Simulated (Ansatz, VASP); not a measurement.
## W: VASP beside Ansatz

The input POSCAR:

```
W
1.0
   -1.5802434600      1.5802434600      1.5802434600
    1.5802434600     -1.5802434600      1.5802434600
    1.5802434600      1.5802434600     -1.5802434600
W
1
Direct
    0.0000000000      0.0000000000      0.0000000000
```

File INCAR.step1:

```
SYSTEM = W
PREC = Accurate ; ENCUT = 520
ISMEAR = 0 ; SIGMA = 0.0142
LREAL = .FALSE. ; LASPH = .TRUE.
NELM = 60 ; NBANDS = 13
GGA = PE ; ALGO = Normal
EDIFF = 1E-4 ; LWAVE = .TRUE.
LCHARG = .FALSE.
```

INCAR.step2

```
SYSTEM = W
PREC = Accurate ; ENCUT = 520
EDIFF = 1E-6 ; ISMEAR = 0
SIGMA = 0.0142 ; LREAL = .FALSE.
LASPH = .TRUE. ; NELM = 60
ALGO = Normal ; ISIF = 2
LWAVE = .FALSE. ; LCHARG = .TRUE.
METAGGA = R2SCAN ; LMIXTAU = .TRUE.
LELF = .TRUE. ; LVHAR = .TRUE.
NBANDS = 13 ; ISTART = 1
```

Contents of KPOINTS:

```
Automatic mesh
0
G
  11 11 11
  0 0 0
```

Input for Ansatz:

```yaml
crystal:
  lattice:
    - [-1.58024346, 1.58024346, 1.58024346]
    - [1.58024346, -1.58024346, 1.58024346]
    - [1.58024346, 1.58024346, -1.58024346]
  atoms:
    - { symbol: W, position: [0.0, 0.0, 0.0] }
  symmetry: { tolerance: 0.0003 }
kpoints:
  mp_grid: { grid: [11, 11, 11], shift: [0, 0, 0] }
  band_path:
    path:
      - [0.0, 0.0, 0.0]
      - [0.5, -0.5, 0.5]
      - [0.0, 0.0, 0.5]
      - [0.0, 0.0, 0.0]
      - [0.25, 0.25, 0.25]
      - [0.5, -0.5, 0.5]
      - [0.25, 0.25, 0.25]
      - [0.0, 0.0, 0.5]
    npoints: 8
magnetization:
  spin_polarized: false
scf:
  occupations: { method: gaussian, width: 0.0142 }
  lower_state_search: "off"
  max_iter: 200
hamiltonian:
  pseudopotentials: { kind: paw }
  xc: r2scan
basis:
  ecutwfc: 500
  fft_grid_basis: typed
output:
  forces: true
  stress: true
  eigenvalues: true
  bader: true
  populations: true
  elf: true
  write_potential: true
  volumetric_format: npy
  dos:
    e_range: [-12, 8]
    de: 0.05
    projected: { site_lists: { W: [W] } }
checkpoint:
  read: saved_state
```

Alike in both runs: task single point; functional r2SCAN; k mesh 11 × 11 × 11; occupations gaussian, width 0.0142 eV; no spin polarisation.

|  | VASP | Ansatz |
| --- | --- | --- |
| version | VASP 6.6.1 | Ansatz 0.2.0 |
| potentials or method | VASP PAW PBE potentials, release 64 (W_sv), cutoff 520 eV | PAW plane waves |
| valence electrons in the cell | 14 | 14 |

|  | VASP | Ansatz | Ansatz less VASP |
| --- | --- | --- | --- |
| pressure (GPa) | 4.4 | 3.1 | -1.23 |

VASP's potentials were made for PBE, not for r2SCAN. The functional is the same, so the differences come from potentials, cutoffs and numerics.

Spin-orbit coupling is off throughout.
